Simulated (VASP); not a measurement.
# TiCo (Pm-3m) in VASP: further runs

The runs below take TiCo through single point, relaxation of cell and atoms, with PBE.

Program: VASP 6.6.1. These are calculated values, not measurements. Logs are shortened: lines on timing, memory, paths and dates and some standing lists are left out, and cuts for length are marked.

## (1) The cell of the first run

Symmetry: Pm-3m, No. 221, cubic system. The conventional cell has a = 2.986 Å, b = 2.986 Å, c = 2.986 Å, α = 90.00°, β = 90.00°, γ = 90.00°. Ti (site symmetry m-3m) has 8 Co at 2.59 Å and 6 Ti at 2.99 Å within 3.4 Å. Co (site symmetry m-3m) has 8 Ti at 2.59 Å and 6 Co at 2.99 Å within 3.4 Å.

## (2) Single point, PBE, collinear spin, ferromagnetic start

The input, INCAR:

```
SYSTEM = TiCo
ALGO = Normal
EDIFF = 1E-7
ENCUT = 520
GGA = PE
ISIF = 2
ISMEAR = 0
ISPIN = 2
LASPH = .True.
LCHARG = .True.
LELF = .True.
LMAXMIX = 4
LORBIT = 11
LREAL = .False.
LVHAR = .True.
LWAVE = .False.
MAGMOM = 0 0.6
NBANDS = 22
NELM = 150
PREC = Accurate
SIGMA = 0.1
```

The input, KPOINTS:

```
k-points
0
Gamma
  14 14 14
  0 0 0
```

The input, POSCAR:

```
TiCo
1.0
    2.9855872823      0.0000000000      0.0000000000
    0.0000000000      2.9855872823      0.0000000000
    0.0000000000      0.0000000000      2.9855872823
Ti Co
1 1
Direct
    0.0000000000      0.0000000000      0.0000000000
    0.5000000000      0.5000000000      0.5000000000
```

Potentials or basis: VASP PAW PBE potentials, release 64 (Ti_sv, Co).

Command:

```sh
cat potpaw_PBE.64/Ti_sv/POTCAR potpaw_PBE.64/Co/POTCAR > POTCAR
mpirun -np 1 vasp_std > vasp.out
```

OUTCAR:

```text
SYSTEM = TiCo
   EDIFF = 1E-7
   ENCUT = 520
   GGA = PE
   ISIF = 2
   ISMEAR = 0
   ISPIN = 2
   LASPH = .True.
   LORBIT = 11
   LREAL = .False.
   NELM = 150
   PREC = Accurate

 ion  position               nearest neighbor table
   1  0.000  0.000  0.000-   2 2.59   2 2.59   2 2.59   2 2.59   2 2.59   2 2.59   2 2.59   2 2.59

   2  0.500  0.500  0.500-   1 2.59   1 2.59   1 2.59   1 2.59   1 2.59   1 2.59   1 2.59   1 2.59

  LATTYP: Found a simple cubic cell.
 ALAT       =     2.9855872823

  Lattice vectors:

 A1 = (   2.9855872823,   0.0000000000,   0.0000000000)
 A2 = (   0.0000000000,   2.9855872823,   0.0000000000)
 A3 = (   0.0000000000,   0.0000000000,   2.9855872823)

Analysis of symmetry for initial positions (statically):
=====================================================================
 Subroutine PRICEL returns:
 Original cell was already a primitive cell.

 Routine SETGRP: Setting up the symmetry group for a
 simple cubic supercell.

 Subroutine GETGRP returns: Found 48 space group operations
 (whereof 48 operations were pure point group operations)
 out of a pool of 48 trial point group operations.

The static configuration has the point symmetry O_h .

Analysis of symmetry for dynamics (positions and initial velocities):
=====================================================================
 Subroutine PRICEL returns:
 Original cell was already a primitive cell.

 Routine SETGRP: Setting up the symmetry group for a
 simple cubic supercell.

 Subroutine GETGRP returns: Found 48 space group operations
 (whereof 48 operations were pure point group operations)
 out of a pool of 48 trial point group operations.

The dynamic configuration has the point symmetry O_h .

Analysis of structural, dynamic, and magnetic symmetry:
=====================================================================
 Subroutine PRICEL returns:
 Original cell was already a primitive cell.

 Routine SETGRP: Setting up the symmetry group for a
 simple cubic supercell.

 Subroutine GETGRP returns: Found 48 space group operations
 (whereof 48 operations were pure point group operations)
 out of a pool of 48 trial point group operations.

The overall configuration has the point symmetry O_h .

 Subroutine INISYM returns: Found 48 space group operations
 (whereof 48 operations are pure point group operations),
 and found     1 'primitive' translations

----------------------------------------------------------------------------------------

                                     Primitive cell

  volume of cell :      26.6127

  direct lattice vectors                    reciprocal lattice vectors
     2.985587282  0.000000000  0.000000000     0.334942477  0.000000000  0.000000000
     0.000000000  2.985587282  0.000000000     0.000000000  0.334942477  0.000000000
     0.000000000  0.000000000  2.985587282     0.000000000  0.000000000  0.334942477

  length of vectors
     2.985587282  2.985587282  2.985587282     0.334942477  0.334942477  0.334942477

  position of ions in fractional coordinates (direct lattice)
     0.000000000  0.000000000  0.000000000
     0.500000000  0.500000000  0.500000000

  ion indices of the primitive-cell ions
   primitive index   ion index
                 1           1
                 2           2

----------------------------------------------------------------------------------------

 KPOINTS: k-points

Automatic generation of k-mesh.
 Grid dimensions read from file:
 generate k-points for:   14   14   14

 Generating k-lattice:

  Cartesian coordinates                     Fractional coordinates (reciprocal lattice)
     0.023924463  0.000000000  0.000000000     0.071428571  0.000000000  0.000000000
     0.000000000  0.023924463  0.000000000     0.000000000  0.071428571  0.000000000
     0.000000000  0.000000000  0.023924463     0.000000000  0.000000000  0.071428571

  Length of vectors
     0.023924463  0.023924463  0.023924463

  Shift w.r.t. Gamma in fractional coordinates (k-lattice)
     0.000000000  0.000000000  0.000000000

 Subroutine IBZKPT returns following result:
 ===========================================

 Found    120 irreducible k-points:

 Following reciprocal coordinates:
            Coordinates               Weight
  0.000000  0.000000  0.000000      1.000000
  0.071429  0.000000  0.000000      6.000000
  0.142857  0.000000  0.000000      6.000000
  0.214286  0.000000  0.000000      6.000000
  0.285714  0.000000  0.000000      6.000000
  0.357143  0.000000  0.000000      6.000000
[... 16 lines left out ...]
  0.285714  0.214286  0.000000     24.000000
  0.357143  0.214286  0.000000     24.000000
 [... further k-points ...]
   k-points           NKPTS =    120   k-points in BZ     NKDIM =    120   number of bands    NBANDS=     22
   number of dos      NEDOS =    301   number of ions     NIONS =      2
   total plane-waves  NPLWV =  13824
   dimension x,y,z NGX =    24 NGY =   24 NGZ =   24
   dimension x,y,z NGXF=    48 NGYF=   48 NGZF=   48
   ions per type =               1   1
   NGX,Y,Z   is equivalent  to a cutoff of  13.36, 13.36, 13.36 a.u.
   NGXF,Y,Z  is equivalent  to a cutoff of  26.73, 26.73, 26.73 a.u.
 SYSTEM =  TiCo
   PREC   = accura    normal or accurate (medium, high low for compatibility)
   ISTART =      0    job   : 0-new  1-cont  2-samecut
   ICHARG =      2    charge: 1-file 2-atom 10-const
   ISPIN  =      2    spin polarized calculation?
   LNONCOLLINEAR =      F non collinear calculations
   LSORBIT =      F    spin-orbit coupling
   LASPH  =      T    aspherical Exc in radial PAW
   ENCUT  =  520.0 eV  38.22 Ry    6.18 a.u.   5.55  5.55  5.55*2*pi/ulx,y,z
   NELM   =    150;   NELMIN=  2; NELMDL= -5     # of ELM steps
   EDIFF  = 0.1E-06   stopping-criterion for ELM
   LREAL  =      F    real-space projection
   EDIFFG = 0.1E-05   stopping-criterion for IOM
   NSW    =      0    number of steps for IOM
   IBRION =     -1    ionic relax: 0-MD 1-quasi-New 2-CG
   NFREE  =      0    steps in history (QN), initial steepest desc. (CG)
   ISIF   =      2    stress and relaxation
   ISYM   =      2    0-nonsym 1-usesym 2-fastsym
   POTIM  = 0.5000    time-step for ionic-motion
   TEBEG  =    0.0;   TEEND  =   0.0 temperature during run
   PSTRESS=    0.0 pullay stress
   NELECT =      21.0000    total number of electrons
   NUPDOWN=      -1.0000    fix difference up-down
   EMIN   =  10.00;   EMAX   =-10.00  energy-range for DOS
[... 5 lines left out ...]
     AMIX     =   0.40;   BMIX     =  1.00
     AMIX_MAG =   1.60;   BMIX_MAG =  1.00
  volume/ion in A,a.u.               =      13.31        89.80
  Fermi-wavevector in a.u.,A,eV,Ry     =   1.512812  2.858799 31.138276  2.288599
  Thomas-Fermi vector in A             =   2.622686
   LORBIT       =     11    0 simple, 1 ext, 2 COOP (PROOUT), +10 PAW based schemes
   GGA     = PE    functional components
   LHFCALC =     F    Hartree Fock is set to
   AEXX    =    0.0000 exact exchange contribution
   IVDW    =     0    specifies the selected vdW correction
   LEPSILON=     F    determine dielectric tensor
   LRPA    =     F    only Hartree local field effects (RPA)
 spin polarized calculation
 Gauss-broadening in eV      SIGMA  =   0.10
  energy-cutoff  :      520.00
  volume of cell :       26.61
 maximum number of plane-waves:       739
 NGX is ok and might be reduce to    24
   NGX = 11   NGY = 11   NGZ = 11

 number of electron      20.9999983 magnetization       0.8749827

 Free energy of the ion-electron system (eV)
  ---------------------------------------------------
  ext. energy  EPLUGINS =         0.00000000
  ---------------------------------------------------
  free energy    TOTEN  =       -15.67861351 eV

  energy without entropy =      -15.66869930  energy(sigma->0) =      -15.67365641

 E-fermi :   9.9273     XC(G=0): -12.5776

 val. band max:        9.9245432994   @ k =   0.3571   0.3571   0.2143
 cond. band min:       9.9277028950   @ k =   0.3571   0.3571   0.0714
 fundamental gap:      0.0031595956
 Fermi energy:         9.9273326077

 spin component 1

 k-point     1 :       0.0000    0.0000    0.0000
  band No.  band energies     occupation
      1     -47.2097      1.00000
      2     -23.3023      1.00000
      3     -23.3023      1.00000
      4     -23.3023      1.00000
      5       2.2469      1.00000
      6       5.7489      1.00000
[... 14 lines left out ...]
     21      29.2613      0.00000
     22      30.8826      0.00000

 k-point     2 :       0.0714    0.0000    0.0000
  band No.  band energies     occupation
      1     -47.2082      1.00000
      2     -23.3173      1.00000
      3     -23.3012      1.00000
      4     -23.3012      1.00000
      5       2.3483      1.00000
      6       5.7884      1.00000
[... 14 lines left out ...]
     21      29.5719      0.00000
     22      30.5985      0.00000
[... 523 lines left out ...]
     21      28.5438      0.00000
     22      30.0671      0.00000

 k-point    24 :       0.3571    0.2143    0.0000
  band No.  band energies     occupation
      1     -47.1727      1.00000
      2     -23.5291      1.00000
      3     -23.3935      1.00000
      4     -23.2739      1.00000
      5       4.9744      1.00000
      6       6.3563      1.00000
[... 14 lines left out ...]
     21      27.9949      0.00000
     22      29.4906      0.00000

 [... further k-points ...]

 spin component 2

 k-point     1 :       0.0000    0.0000    0.0000
  band No.  band energies     occupation
      1     -47.2204      1.00000
      2     -23.3138      1.00000
      3     -23.3138      1.00000
      4     -23.3138      1.00000
      5       2.2399      1.00000
      6       6.4303      1.00000
[... 14 lines left out ...]
     21      29.4276      0.00000
     22      30.7674      0.00000

 k-point     2 :       0.0714    0.0000    0.0000
  band No.  band energies     occupation
      1     -47.2188      1.00000
      2     -23.3291      1.00000
      3     -23.3127      1.00000
      4     -23.3127      1.00000
      5       2.3414      1.00000
      6       6.4765      1.00000
[... 14 lines left out ...]
     21      29.7357      0.00000
     22      30.4820      0.00000
[... 523 lines left out ...]
     21      28.4572      0.00000
     22      30.1101      0.00000

 k-point    24 :       0.3571    0.2143    0.0000
  band No.  band energies     occupation
      1     -47.1830      1.00000
      2     -23.5431      1.00000
      3     -23.4062      1.00000
      4     -23.2853      1.00000
      5       5.0442      1.00000
      6       6.8879      1.00000
[... 14 lines left out ...]
     21      27.9040      0.00000
     22      29.5560      0.00000

 [... further k-points ...]
[... 5 lines left out ...]
  --------------------------------------------------------------------------------------
  -------------------------------------------------------------------------------------
  Total       -0.0847839     -0.0847839     -0.0847839     -0.0000000      0.0000000      0.0000000
  in kB       -5.1042822     -5.1042822     -5.1042822     -0.0000000      0.0000000      0.0000000
  external PRESSURE =      -5.1042822 kB  Pullay stress =       0.0000000 kB

 VOLUME and BASIS-vectors are now :
 -----------------------------------------------------------------------------
  energy-cutoff  :      520.00
  volume of cell :       26.61
      direct lattice vectors                 reciprocal lattice vectors
     2.985587282  0.000000000  0.000000000     0.334942477  0.000000000  0.000000000
     0.000000000  2.985587282  0.000000000     0.000000000  0.334942477  0.000000000
     0.000000000  0.000000000  2.985587282     0.000000000  0.000000000  0.334942477

 POSITION                                       TOTAL-FORCE (eV/Angst)
 -----------------------------------------------------------------------------------
      0.00000      0.00000      0.00000         0.000000      0.000000      0.000000
      1.49279      1.49279      1.49279         0.000000      0.000000      0.000000
 -----------------------------------------------------------------------------------
    total drift:                                0.000000      0.000000     -0.000000

  FREE ENERGIE OF THE ION-ELECTRON SYSTEM (eV)
  ---------------------------------------------------
  free  energy   TOTEN  =       -15.6786135102 eV

  energy  without entropy=      -15.6686993047  energy(sigma->0) =      -15.67365641

 total charge

# of ion       s       p       d       tot
------------------------------------------
    1        2.247   6.180   1.860  10.287
    2        0.526   0.461   7.301   8.288
--------------------------------------------------
tot          2.774   6.641   9.160  18.574

 magnetization (x)

# of ion       s       p       d       tot
------------------------------------------
    1       -0.002  -0.013  -0.015  -0.030
    2        0.029  -0.005   0.931   0.955
--------------------------------------------------
tot          0.026  -0.017   0.916   0.925
```

It took 99 s on 1 thread of Intel Xeon Platinum 8259CL at 2.50GHz (Skylake/Cascade Lake), shared host; peak memory 0.23 GiB.

What came out:

- Free energy: -15.6786 eV
- Pressure: -0.5 GPa
- Net moment: 0.87 μB per cell
- Site moments: Ti -0.03; Co +0.95 μB
- Valence electrons inside the program's atomic spheres: Ti 10.29; Co 8.29

## (3) Relaxation of cell and atoms, PBE, collinear spin, ferromagnetic start

The input, INCAR:

```
SYSTEM = TiCo
PREC = Accurate ; ENCUT = 600
EDIFF = 1E-6 ; ISMEAR = 0
SIGMA = 0.1 ; LREAL = .FALSE.
LASPH = .TRUE. ; NELM = 150
ALGO = Normal ; ISIF = 3
LWAVE = .FALSE. ; LCHARG = .FALSE.
ISPIN = 2 ; MAGMOM = 0 0.6
LORBIT = 11 ; LMAXMIX = 4
GGA = PE ; IBRION = 2
NSW = 100 ; EDIFFG = -0.005
```

The input, KPOINTS:

```
Automatic mesh
0
G
  14 14 14
  0 0 0
```

The input, POSCAR:

```
TiCo
1.0
    2.9861109900      0.0000000000      0.0000000000
    0.0000000000      2.9861109900      0.0000000000
    0.0000000000      0.0000000000      2.9861109900
Ti Co
1 1
Direct
    0.0000000000      0.0000000000      0.0000000000
    0.5000000000      0.5000000000      0.5000000000
```

Potentials or basis: VASP PAW PBE potentials, release 64 (Ti_sv, Co).

Command:

```sh
cat potpaw_PBE.64/Ti_sv/POTCAR potpaw_PBE.64/Co/POTCAR > POTCAR
mpirun -np 1 vasp_std > vasp.out
```

OUTCAR:

```text
SYSTEM = TiCo
   PREC = Accurate
   ENCUT = 600
   EDIFF = 1E-6
   ISMEAR = 0
   LREAL = .FALSE.
   LASPH = .TRUE.
   NELM = 150
   ISIF = 3
   ISPIN = 2
   LORBIT = 11
   GGA = PE
   IBRION = 2
   NSW = 100
   EDIFFG = -0.005

 ion  position               nearest neighbor table
   1  0.000  0.000  0.000-   2 2.59   2 2.59   2 2.59   2 2.59   2 2.59   2 2.59   2 2.59   2 2.59

   2  0.500  0.500  0.500-   1 2.59   1 2.59   1 2.59   1 2.59   1 2.59   1 2.59   1 2.59   1 2.59

  LATTYP: Found a simple cubic cell.
 ALAT       =     2.9861109900

  Lattice vectors:

 A1 = (   2.9861109900,   0.0000000000,   0.0000000000)
 A2 = (   0.0000000000,   2.9861109900,   0.0000000000)
 A3 = (   0.0000000000,   0.0000000000,   2.9861109900)

Analysis of symmetry for initial positions (statically):
=====================================================================
 Subroutine PRICEL returns:
 Original cell was already a primitive cell.

 Routine SETGRP: Setting up the symmetry group for a
 simple cubic supercell.

 Subroutine GETGRP returns: Found 48 space group operations
 (whereof 48 operations were pure point group operations)
 out of a pool of 48 trial point group operations.

The static configuration has the point symmetry O_h .

Analysis of symmetry for dynamics (positions and initial velocities):
=====================================================================
[... 1114 lines left out ...]

 number of electron      20.9999984 magnetization       0.8704927

------------------------ aborting loop because EDIFF is reached ----------------------------------------
[... 67 lines left out ...]
--------------------------------------- Ionic step       16  -------------------------------------------

 number of electron      20.9999984 magnetization       0.8705096

 Free energy of the ion-electron system (eV)
  ---------------------------------------------------
  ext. energy  EPLUGINS =         0.00000000
  ---------------------------------------------------
  free energy    TOTEN  =       -15.67848624 eV

  energy without entropy =      -15.66848557  energy(sigma->0) =      -15.67348591

 E-fermi :   9.9762     XC(G=0): -12.5968

 val. band max:        9.9756721643   @ k =   0.4286   0.1429   0.0714
 cond. band min:       9.9784239421   @ k =   0.3571   0.3571   0.0714
 fundamental gap:      0.0027517778
 Fermi energy:         9.9762129436

 spin component 1

 k-point     1 :       0.0000    0.0000    0.0000
  band No.  band energies     occupation
      1     -47.1575      1.00000
      2     -23.2496      1.00000
      3     -23.2496      1.00000
      4     -23.2496      1.00000
      5       2.2793      1.00000
      6       5.7812      1.00000
      7       5.7812      1.00000
      8       8.0950      1.00000
      9       8.0950      1.00000
     10       8.0950      1.00000
     11      10.4602      0.00000
     12      10.4602      0.00000
[... 834 lines left out ...]
  FREE ENERGIE OF THE ION-ELECTRON SYSTEM (eV)
  ---------------------------------------------------
  free  energy   TOTEN  =       -15.6784862439 eV

  energy  without entropy=      -15.6684855734  energy(sigma->0) =      -15.67348591

 reached required accuracy - stopping structural energy minimisation

 total charge

# of ion       s       p       d       tot
------------------------------------------
    1        2.248   6.181   1.863  10.293
    2        0.527   0.463   7.303   8.294
--------------------------------------------------
tot          2.776   6.644   9.166  18.586

 magnetization (x)

# of ion       s       p       d       tot
------------------------------------------
    1       -0.002  -0.013  -0.013  -0.028
    2        0.029  -0.004   0.923   0.947
--------------------------------------------------
tot          0.026  -0.017   0.910   0.919
```

CONTCAR:

```text
TiCo
   1.00000000000000
     2.9819644757866821   -0.0000000000000000    0.0000000000000000
     0.0000000000000000    2.9819644757866821    0.0000000000000000
    -0.0000000000000000   -0.0000000000000000    2.9819644757866821
  Ti              Co
     1     1
Direct
     0.0000000000000000    0.0000000000000000    0.0000000000000000
     0.5000000000000000    0.5000000000000000    0.5000000000000000

  0.00000000E+00  0.00000000E+00  0.00000000E+00
  0.00000000E+00  0.00000000E+00  0.00000000E+00
```

It took 10 min on 1 thread of Intel Xeon Platinum 8259CL at 2.50GHz (Skylake/Cascade Lake), shared host; peak memory 0.24 GiB.

Results:

| Property | Result |
| --- | --- |
| Free energy | -15.6785 eV |
| Relaxed volume | 13.26 Å³/atom |
| Relaxed cell | a = 2.982 Å, b = 2.982 Å, c = 2.982 Å, α = 90.00°, β = 90.00°, γ = 90.00° |
| Space group after relaxing (to 0.05 Å) | Pm-3m (No. 221) |
| Energy gained by relaxing | 0.1 meV/atom |
| Ionic steps | 16 |
| Pressure after relaxing | 0.0 GPa |
| Net moment | 0.87 μB per cell |
| Site moments | Ti -0.03; Co +0.95 μB |
| Valence electrons inside the program's atomic spheres | Ti 10.29; Co 8.29 |

The path:
```csv
step,energy change (eV),largest force (eV/Å),pressure (GPa),volume (Å³)
1,0.0000,0.0000,-0.66,26.63
2,0.0000,0.0000,0.62,26.42
3,-0.0002,0.0000,0.08,26.52
4,-0.0002,0.0000,0.11,26.53
5,-0.0002,0.0000,-0.30,26.58
6,-0.0002,0.0000,-0.19,26.54
7,-0.0002,0.0000,-0.23,26.54
8,-0.0002,0.0000,-0.18,26.53
9,-0.0002,0.0000,-0.23,26.52
10,-0.0002,0.0000,0.22,26.48
11,-0.0002,0.0000,0.44,26.50
12,-0.0002,0.0000,0.33,26.51
13,-0.0002,0.0000,0.24,26.52
14,-0.0002,0.0000,0.13,26.52
15,-0.0002,0.0000,-0.33,26.52
16,-0.0002,0.0000,0.01,26.52
```

Final structure:
```
Ti Co
1.0
     2.98196    0.00000    0.00000
     0.00000    2.98196    0.00000
     0.00000    0.00000    2.98196
Ti Co
1 1
Direct
  0.00000 0.00000 0.00000
  0.50000 0.50000 0.50000
```

(Part 1 of 2 ends here.)
